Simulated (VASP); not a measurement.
# SnO (P4/nmm) in VASP: further runs, part 2 of 2

VASP 6.6.1.

### 3 Relaxation of cell and atoms, revPBE+D3(BJ)

This run uses another cell than the first one, of 17.77 Å³/atom, 1.024 times its volume.

The input, INCAR:

```
SYSTEM = SnO
PREC     = Accurate       ! precision mode
ENCUT    = 600            ! plane-wave cutoff, eV
EDIFF    = 1E-6           ! SCF threshold, eV
ISMEAR   = -1             ! smearing method
SIGMA    = 0.05           ! smearing width, eV
LREAL    = .False.        ! projectors in reciprocal space
LASPH    = .True.         ! aspherical terms in the spheres
NELM     = 60             ! most SCF steps
ALGO     = Normal         ! electronic algorithm
ISIF     = 3              ! what is computed and relaxed
LWAVE    = .False.        ! write WAVECAR
LCHARG   = .False.        ! write CHGCAR
GGA      = RE             ! functional
IVDW     = 12             ! dispersion correction
IBRION   = 2              ! ionic algorithm
NSW      = 60             ! ionic steps
EDIFFG   = -0.01          ! ionic threshold
```

The input, KPOINTS:

```
Automatic mesh
0
Gamma
  7 7 6
  0 0 0
```

The input, POSCAR:

```
SnO
1.0
    3.8136952200      0.0000000000      0.0000000000
    0.0000000000      3.8136952200      0.0000000000
    0.0000000000      0.0000000000      4.8869133000
Sn O
2 2
Direct
    0.5000000000      0.0000000000      0.7646261400
    0.0000000000      0.5000000000      0.2353738600
    0.0000000000      0.0000000000      0.0000000000
    0.5000000000      0.5000000000      0.0000000000
```

Potentials or basis: VASP PAW PBE potentials, release 64 (Sn_d, O).

The run is started by

```
$ cat potpaw_PBE.64/Sn_d/POTCAR potpaw_PBE.64/O/POTCAR > POTCAR
$ mpirun -np 1 vasp_std > vasp.out
```

OUTCAR:

```text
SYSTEM = SnO
   PREC = Accurate
   ENCUT = 600
   EDIFF = 1E-6
   ISMEAR = -1
   LREAL = .False.
   LASPH = .True.
   NELM = 60
   ISIF = 3
   GGA = RE
   IVDW = 12
   IBRION = 2
   NSW = 60
   EDIFFG = -0.01
 IVDW          = 12

 ion  position               nearest neighbor table
   1  0.500  0.000  0.765-   3 2.23   4 2.23   4 2.23   3 2.23   2 3.54   2 3.54   2 3.54   2 3.54
                             2 3.74   2 3.74   2 3.74   2 3.74
   2  0.000  0.500  0.235-   3 2.23   4 2.23   3 2.23   4 2.23   1 3.54   1 3.54   1 3.54   1 3.54
                             1 3.74   1 3.74   1 3.74   1 3.74
   3  0.000  0.000  0.000-   1 2.23   2 2.23   2 2.23   1 2.23
   4  0.500  0.500  0.000-   1 2.23   2 2.23   1 2.23   2 2.23

  LATTYP: Found a simple tetragonal cell.
 ALAT       =     3.8136952200
 C/A-ratio  =     1.2814116016

  Lattice vectors:

 A1 = (   3.8136952200,   0.0000000000,   0.0000000000)
 A2 = (   0.0000000000,   3.8136952200,   0.0000000000)
 A3 = (   0.0000000000,   0.0000000000,   4.8869133000)

Analysis of symmetry for initial positions (statically):
=====================================================================
 Subroutine PRICEL returns:
 Original cell was already a primitive cell.

 Routine SETGRP: Setting up the symmetry group for a
 simple tetragonal supercell.

 Subroutine GETGRP returns: Found 16 space group operations
 (whereof  8 operations were pure point group operations)
 out of a pool of 16 trial point group operations.

The static configuration has the point symmetry D_2d.
 The point group associated with its full space group is D_4h.

Analysis of symmetry for dynamics (positions and initial velocities):
=====================================================================
 Subroutine PRICEL returns:
 Original cell was already a primitive cell.

 Routine SETGRP: Setting up the symmetry group for a
 simple tetragonal supercell.

 Subroutine GETGRP returns: Found 16 space group operations
 (whereof  8 operations were pure point group operations)
 out of a pool of 16 trial point group operations.

The dynamic configuration has the point symmetry D_2d.
 The point group associated with its full space group is D_4h.

 Subroutine INISYM returns: Found 16 space group operations
 (whereof  8 operations are pure point group operations),
 and found     1 'primitive' translations

----------------------------------------------------------------------------------------

                                     Primitive cell

  volume of cell :      71.0766

  direct lattice vectors                    reciprocal lattice vectors
     3.813695220  0.000000000  0.000000000     0.262212878  0.000000000  0.000000000
     0.000000000  3.813695220  0.000000000     0.000000000  0.262212878  0.000000000
     0.000000000  0.000000000  4.886913300     0.000000000  0.000000000  0.204628144

  length of vectors
     3.813695220  3.813695220  4.886913300     0.262212878  0.262212878  0.204628144

  position of ions in fractional coordinates (direct lattice)
     0.500000000  0.000000000  0.764626140
     0.000000000  0.500000000  0.235373860
     0.000000000  0.000000000  0.000000000
     0.500000000  0.500000000  0.000000000

  ion indices of the primitive-cell ions
   primitive index   ion index
                 1           1
                 2           2
                 3           3
                 4           4

[... 32 lines left out ...]
  0.142857  0.142857  0.000000      4.000000
  0.285714  0.142857  0.000000      8.000000
[... 16 lines left out ...]
  0.285714  0.000000  0.333333      8.000000
  0.428571  0.000000  0.333333      8.000000
 [... further k-points ...]
   k-points           NKPTS =     40   k-points in BZ     NKDIM =     40   number of bands    NBANDS=     24
   number of dos      NEDOS =    301   number of ions     NIONS =      4
   total plane-waves  NPLWV =  36000
   dimension x,y,z NGX =    30 NGY =   30 NGZ =   40
   dimension x,y,z NGXF=    60 NGYF=   60 NGZF=   80
   ions per type =               2   2
   NGX,Y,Z   is equivalent  to a cutoff of  13.08, 13.08, 13.61 a.u.
   NGXF,Y,Z  is equivalent  to a cutoff of  26.16, 26.16, 27.21 a.u.
 SYSTEM =  SnO
   PREC   = accura    normal or accurate (medium, high low for compatibility)
   ISTART =      0    job   : 0-new  1-cont  2-samecut
   ICHARG =      2    charge: 1-file 2-atom 10-const
   ISPIN  =      1    spin polarized calculation?
   LNONCOLLINEAR =      F non collinear calculations
   LSORBIT =      F    spin-orbit coupling
   LASPH  =      T    aspherical Exc in radial PAW
   ENCUT  =  600.0 eV  44.10 Ry    6.64 a.u.   7.62  7.62  9.76*2*pi/ulx,y,z
   NELM   =     60;   NELMIN=  2; NELMDL= -5     # of ELM steps
   EDIFF  = 0.1E-05   stopping-criterion for ELM
   LREAL  =      F    real-space projection
   EDIFFG = -.1E-01   stopping-criterion for IOM
   NSW    =     60    number of steps for IOM
   IBRION =      2    ionic relax: 0-MD 1-quasi-New 2-CG
   NFREE  =      1    steps in history (QN), initial steepest desc. (CG)
   ISIF   =      3    stress and relaxation
   ISYM   =      2    0-nonsym 1-usesym 2-fastsym
   POTIM  = 0.5000    time-step for ionic-motion
   TEBEG  =    0.0;   TEEND  =   0.0 temperature during run
   PSTRESS=    0.0 pullay stress
   NELECT =      40.0000    total number of electrons
   NUPDOWN=      -1.0000    fix difference up-down
   EMIN   =  10.00;   EMAX   =-10.00  energy-range for DOS
   EFERMI =   0.00;   METHOD = LEGACY
   ISMEAR =    -1;   SIGMA  =   0.05  broadening in eV -4-tet -1-fermi 0-gaus
   EFERMI_NEDOS =   21; number of points for ismear=-14 and -15
   IALGO  =     38    algorithm
   IMIX   =      4    mixing-type and parameters
     AMIX     =   0.40;   BMIX     =  1.00
     AMIX_MAG =   1.60;   BMIX_MAG =  1.00
  volume/ion in A,a.u.               =      17.77       119.91
  Fermi-wavevector in a.u.,A,eV,Ry     =   1.351614  2.554180 24.855939  1.826860
  Thomas-Fermi vector in A             =   2.479021
   LORBIT       =      0    0 simple, 1 ext, 2 COOP (PROOUT), +10 PAW based schemes
   GGA     = RE    functional components
   LHFCALC =     F    Hartree Fock is set to
   AEXX    =    0.0000 exact exchange contribution
   IVDW    =    12    specifies the selected vdW correction
   LEPSILON=     F    determine dielectric tensor
   LRPA    =     F    only Hartree local field effects (RPA)
 conjugate gradient relaxation of ions
 non-spin polarized calculation
  energy-cutoff  :      600.00
  volume of cell :       71.08
 maximum number of plane-waves:      2399
   NGX = 15   NGY = 15   NGZ = 19

--------------------------------------- Ionic step        1  -------------------------------------------

 number of electron      40.0000019 magnetization

 Free energy of the ion-electron system (eV)
  ---------------------------------------------------
  ext. energy  EPLUGINS =         0.00000000
  ---------------------------------------------------
  free energy    TOTEN  =       -21.34227084 eV

  energy without entropy =      -21.34198613  energy(sigma->0) =      -21.34212848

------------------------ aborting loop because EDIFF is reached ----------------------------------------

 Edisp (eV)   -1.75686

 E8    (eV) :    -1.2162
[... 75 lines left out ...]
--------------------------------------- Ionic step        3  -------------------------------------------

 number of electron      40.0000006 magnetization

 E-fermi :   7.0636     XC(G=0):  -9.9747

 val. band max:        6.9062604143   @ k =   0.0000   0.0000   0.0000
 cond. band min:       7.2445773798   @ k =   0.4286   0.4286   0.0000
 fundamental gap:      0.3383169655
 Fermi energy:         7.0636489564

 k-point     1 :       0.0000    0.0000    0.0000
  band No.  band energies     occupation
      1     -15.0738      2.00000
      2     -14.6980      2.00000
      3     -14.6936      2.00000
      4     -14.6936      2.00000
      5     -14.6652      2.00000
      6     -14.6480      2.00000
[... 674 lines left out ...]
  FREE ENERGIE OF THE ION-ELECTRON SYSTEM (eV)
  ---------------------------------------------------
  free  energy   TOTEN  =       -23.1156698385 eV

  energy  without entropy=      -23.1153214431  energy(sigma->0) =      -23.11549564

[... ionic steps 4 to 9 ...]

--------------------------------------- Ionic step       10  -------------------------------------------

 number of electron      40.0000021 magnetization

------------------------ aborting loop because EDIFF is reached ----------------------------------------
[... 79 lines left out ...]
--------------------------------------- Ionic step       12  -------------------------------------------

 number of electron      40.0000018 magnetization

 Free energy of the ion-electron system (eV)
  ---------------------------------------------------
  ext. energy  EPLUGINS =         0.00000000
  ---------------------------------------------------
  free energy    TOTEN  =       -21.30974356 eV

  energy without entropy =      -21.30737371  energy(sigma->0) =      -21.30855864

 E-fermi :   7.5190     XC(G=0): -10.3052

 val. band max:        7.5015490686   @ k =   0.0000   0.0000   0.0000
 cond. band min:       7.5412708745   @ k =   0.4286   0.4286   0.0000
 fundamental gap:      0.0397218060
 Fermi energy:         7.5189514237

 k-point     1 :       0.0000    0.0000    0.0000
  band No.  band energies     occupation
      1     -14.5270      2.00000
      2     -14.1460      2.00000
      3     -14.1460      2.00000
      4     -14.1301      2.00000
      5     -14.1099      2.00000
      6     -14.1005      2.00000
[... 674 lines left out ...]
  FREE ENERGIE OF THE ION-ELECTRON SYSTEM (eV)
  ---------------------------------------------------
  free  energy   TOTEN  =       -23.1406123871 eV

  energy  without entropy=      -23.1382425410  energy(sigma->0) =      -23.13942746

 reached required accuracy - stopping structural energy minimisation
```

Run time: 9.2 min. Hardware: 1 thread of Intel Xeon Platinum 8375C at 2.90GHz (Ice Lake), shared host; peak memory 0.24 GiB.

Results:

| Property | Result |
| --- | --- |
| Free energy | -23.1406 eV |
| Relaxed volume | 17.09 Å³/atom |
| Relaxed cell | a = 3.833 Å, b = 3.833 Å, c = 4.652 Å, α = 90.00°, β = 90.00°, γ = 90.00° |
| Space group after relaxing (to 0.05 Å) | P4/nmm (No. 129) |
| Energy gained by relaxing | 10.4 meV/atom |
| Ionic steps | 12 |
| Pressure after relaxing | 0.0 GPa |
| Band gap on the k mesh | 0.04 eV, indirect (least direct gap 1.82 eV) |
| Dispersion energy per atom | -0.458 eV |

The path:
```tsv
step	energy change (eV)	largest force (eV/Å)	pressure (GPa)	volume (Å³)
1	0.0000	0.6231	1.73	71.08
2	-0.0060	0.2776	-2.49	73.06
3	-0.0165	0.1120	-0.72	72.16
4	-0.0224	0.0947	-0.60	71.61
5	-0.0355	0.0469	-0.23	69.95
6	-0.0362	0.0291	0.91	66.66
7	-0.0407	0.0256	0.34	68.34
8	-0.0407	0.0206	0.35	68.20
9	-0.0399	0.1517	-0.72	68.62
10	-0.0413	0.0430	-0.04	68.36
11	-0.0415	0.0166	0.04	68.36
12	-0.0415	0.0016	0.04	68.36
```

Final structure:
```xyz
4
Lattice="3.8334 0.0000 0.0000 0.0000 3.8334 0.0000 0.0000 0.0000 4.6517" Properties=species:S:1:pos:R:3 pbc="T T T"
Sn    1.9167    0.0000    3.4853
Sn    0.0000    1.9167    1.1664
O     0.0000    0.0000    0.0000
O     1.9167    1.9167    0.0000
```

Caveat: the PAW data sets were made with another functional, which shifts forces and pressure a little; spin-orbit coupling is left out, which moves the levels of the heavy elements.

### 4 Single point, HSE06

This run uses another cell than the first one, of 17.77 Å³/atom, 1.024 times its volume.

POSCAR is that of step 3.

The input, INCAR.step1:

```
SYSTEM = SnO
ALGO = Normal
EDIFF = 1E-5
ENCUT = 520
GGA = PE
ISIF = 2
ISMEAR = -1
LASPH = .TRUE.
LREAL = .FALSE.
LUSENCCL = .FALSE.
LWAVE = .TRUE.
NBANDS = 28
NELM = 80
PREC = Accurate
SIGMA = 0.05
```

The input, INCAR.step2:

```
SYSTEM = SnO
ALGO = Normal
EDIFF = 1E-7
ENCUT = 520
GGA = PE
HFSCREEN = 0.2079
ISIF = 2
ISMEAR = -1
ISTART = 1
LASPH = .TRUE.
LCHARG = .TRUE.
LELF = .TRUE.
LHFCALC = .TRUE.
LREAL = .FALSE.
LUSENCCL = .FALSE.
LVHAR = .TRUE.
LWAVE = .FALSE.
NBANDS = 28
NELM = 80
PREC = Accurate
PRECFOCK = Normal
SIGMA = 0.05
```

The input, KPOINTS:

```
k-points
0
G
  4 4 3
  0 0 0
```

The run is started by

```
$ cat potpaw_PBE.64/Sn_d/POTCAR potpaw_PBE.64/O/POTCAR > POTCAR
$ cp INCAR.step1 INCAR
$ mpirun -np 1 vasp_std > vasp.out
$ cp INCAR.step2 INCAR
$ mpirun -np 1 vasp_std > vasp.out
```

Wall time 5.4 min (1 × NVIDIA H100 80GB with 1 thread of Intel Xeon Platinum 8481C at 2.70GHz (Sapphire Rapids), shared host); peak memory 1.2 GiB.

The run converged. Its results:

- Free energy: -28.0075 eV
- Pressure: -0.5 GPa
- Largest force: 0.146 eV/Å
- Band gap on the k mesh: 0.53 eV, indirect (least direct gap 2.70 eV)

Forces on the atoms (eV/Å):
```
Sn   0.000  0.000  0.146
Sn   0.000  0.000 -0.146
O    0.000  0.000  0.000
O    0.000  0.000  0.000
```

Stress tensor (GPa, compression positive):
```
-0.65  0.00  0.00
 0.00 -0.65  0.00
 0.00  0.00 -0.13
```

Levels at points of the mesh, in eV from the valence-band top:
```tsv
k point	band 16	band 17	band 18	band 19	band 20	band 21	band 22	band 23	band 24	band 25
(0.00, 0.00, 0.00)	-7.37	-4.39	-4.07	-4.07	0.00	2.70	4.93	5.44	5.44	6.53
(0.50, 0.00, 0.00)	-5.98	-5.86	-5.86	-3.15	-3.15	3.80	3.80	6.80	6.80	6.85
(0.50, 0.50, 0.00)	-6.13	-3.36	-3.36	-2.20	-2.20	0.53	0.53	5.08	5.08	8.18
```

Caveat: the k points lie up to 0.43 Å⁻¹ apart; the PAW data sets were made with another functional, which shifts forces and pressure a little; spin-orbit coupling is left out, which moves the levels of the heavy elements.

### 5 Overview

| task | level | cell | k mesh | cutoff (eV) | grid for exact exchange (PRECFOCK) | screening parameter | gap on the mesh (eV) | pressure (GPa) | largest force (eV/Å) |
| --- | --- | --- | --- | --- | --- | --- | --- | --- | --- |
| single point | r2SCAN+D4 | a = 3.798, b = 3.798, c = 4.813 Å, 4 atoms | 7 × 7 × 6 | 520 | - | - | 0.37 | 0.6 | 0.15 |
| relaxation of cell and atoms | revPBE+D3(BJ) | relaxed from a = 3.814, b = 3.814, c = 4.887 Å, 4 atoms | 7 × 7 × 6 | 600 | - | - | 0.04 | 0.0 | - |
| single point | HSE06 | a = 3.814, b = 3.814, c = 4.887 Å, 4 atoms | 4 × 4 × 3 | 520 | Normal | 0.2079 1/Å | 0.53 | -0.5 | 0.15 |

Alike in all rows: potentials or basis VASP PAW PBE potentials, release 64 (Sn_d, O); no spin polarisation; smearing fermi-dirac 0.05 eV.

Caveats: some runs use coarse meshes; the PAW data sets were made with another functional, which shifts forces and pressure a little; spin-orbit coupling is left out, which moves the levels of the heavy elements.

Absolute energies hang on the potentials; compare differences alone.
